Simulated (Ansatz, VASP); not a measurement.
**Pt: VASP beside Ansatz**

The input INCAR:

```
SYSTEM = Pt
PREC     = Accurate       ! precision mode
ENCUT    = 600            ! plane-wave cutoff, eV
EDIFF    = 1E-6           ! SCF threshold, eV
ISMEAR   = 1              ! smearing method
SIGMA    = 0.1            ! smearing width, eV
LREAL    = .FALSE.        ! projectors in reciprocal space
LASPH    = .TRUE.         ! aspherical terms in the spheres
NELM     = 100            ! most SCF steps
ALGO     = Fast           ! electronic algorithm
ISIF     = 3              ! what is computed and relaxed
LWAVE    = .FALSE.        ! write WAVECAR
LCHARG   = .FALSE.        ! write CHGCAR
GGA      = PS             ! functional
IBRION   = 2              ! ionic algorithm
NSW      = 80             ! ionic steps
EDIFFG   = -0.01          ! ionic threshold
```

The input KPOINTS:

```
regular mesh
0
G
  20 20 20
  0 0 0
```

File POSCAR:

```
Pt
1.0
    0.0000000000      1.9609000000      1.9609000000
    1.9609000000      0.0000000000      1.9609000000
    1.9609000000      1.9609000000      0.0000000000
Pt
1
Direct
    0.0000000000      0.0000000000      0.0000000000
```

Input for Ansatz:

```yaml
crystal:
  lattice:
    - [0.0, 1.9609, 1.9609]
    - [1.9609, 0.0, 1.9609]
    - [1.9609, 1.9609, 0.0]
  atoms:
    - { symbol: Pt, position: [0.0, 0.0, 0.0] }
scf:
  occupations: { method: methfessel_paxton, width: 0.1 }
output:
  forces: true
  stress: true
  eigenvalues: true
  write_density: true
  write_potential: true
  elf: true
  volumetric_format: npy
kpoints:
  mp_grid: { grid: [20, 20, 20] }
hamiltonian:
  xc: pbesol
relax:
  f_tol: 0.01
  adjacent_minimum: "off"
  cell: { stress_tol: 0.05 }
```

Alike in both runs: task relaxation of cell and atoms; functional PBEsol; k mesh 20 × 20 × 20; occupations methfessel-paxton of order 1, width 0.1 eV; no spin polarisation.

|  | VASP | Ansatz |
| --- | --- | --- |
| version | VASP 6.6.1 | Ansatz 0.2.0 |
| potentials or method | VASP PAW PBE potentials, release 64 (Pt) | scalar-relativistic, plane waves, PAW |
| plane-wave cutoff (eV) | 600 | 420 |
| valence electrons in the cell | 10 | 18 |

Ansatz gave:

| Item | Value |
| --- | --- |
| gap on the k mesh at the Fermi level, each at its own relaxed structure (eV) | none |
| relaxed volume (Å³/atom) | 15.03 |
| relaxed length of the cell vector where the two differ most in proportion (Å) | 2.770 |

What did VASP give for the same quantities?

gap on the k mesh at the Fermi level, each at its own relaxed structure (eV): none; relaxed volume (Å³/atom): 15.02; relaxed length of the cell vector where the two differ most in proportion (Å): 2.769.

VASP's potentials were made for PBE, not for PBEsol. A gap of «none» marks a metal or a gap that the smearing closes. VASP's potentials hold 10 valence electrons a cell and Ansatz's 18, so a difference there can come from the potentials and not from the codes.

Neither program's run includes spin-orbit coupling.
